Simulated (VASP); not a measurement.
Set up this calculation in VASP 6.6.1, as the native input.

- Task: single point
- Functional: LDA
- Potentials or basis: VASP PAW LDA potentials, release 64 (Ti_sv, Ta_pv)
- Cutoff: 520 eV
- k mesh: 6 × 4 × 1
- Occupations: methfessel-paxton, width 0.1 eV
- Spin: no spin polarisation
- Dipole correction: yes
- Electric field (eV/Å): -0.1 eV/Å
- Further INCAR settings: ALGO = Normal; EDIFF = 1e-06; NBANDS = 31; EFIELD = -0.1

The structure of TaTi lies in POSCAR:

```
TaTi
1.0
    2.8186442540      0.0000000000      0.0000000000
    0.0000000000      4.6841286900      0.0000000000
    0.0000000000      0.0000000000     15.9928981938
Ti Ta
2 2
Direct
    0.3356028989      0.5000000000      0.4583888408
    0.0068086968      0.5000000000      0.6248334775
    0.0000000000      0.0000000000      0.3751665225
    0.6712057978      0.0000000000      0.5416111592
```

The input as run:

INCAR

```
PREC     = Accurate       # precision mode
ENCUT    = 520            # plane-wave cutoff, eV
EDIFF    = 1E-6           # SCF threshold, eV
ISMEAR   = 1              # smearing method
SIGMA    = 0.1            # smearing width, eV
LREAL    = F              # projectors in reciprocal space
LASPH    = T              # aspherical terms in the spheres
NELM     = 60             # most SCF steps
ALGO     = Normal         # electronic algorithm
ISIF     = 2              # what is computed and relaxed
LWAVE    = F              # write WAVECAR
LCHARG   = T              # write CHGCAR
LDIPOL   = T            
IDIPOL   = 3            
DIPOL    = 0.5 0.5 0.500
LELF     = T              # ELF
LVHAR    = T            
LVACPOTAV= T            
EFIELD   = -0.1         
NBANDS   = 31             # bands
```

KPOINTS

```
Automatic mesh
0
Gamma
  6 4 1
```

Potentials or basis: VASP PAW LDA potentials, release 64 (Ti_sv, Ta_pv).

Launch:

```console
$ cat potpaw_LDA.64/Ti_sv/POTCAR potpaw_LDA.64/Ta_pv/POTCAR > POTCAR
$ mpirun -np 1 vasp_std > vasp.out
```

Results of the run:

```
Largest force          : 1.847 eV/Å
Band gap on the k mesh : zero (bands 23 and 24 overlap by 0.19 eV)
```

Caveat: the k points lie up to 0.37 Å⁻¹ apart; spin-orbit coupling is left out, which moves the levels of the heavy elements.

It took 120 s on 1 thread of AMD EPYC 7R13 Processor (Zen 3), on a shared host, peak memory 0.25 GiB.
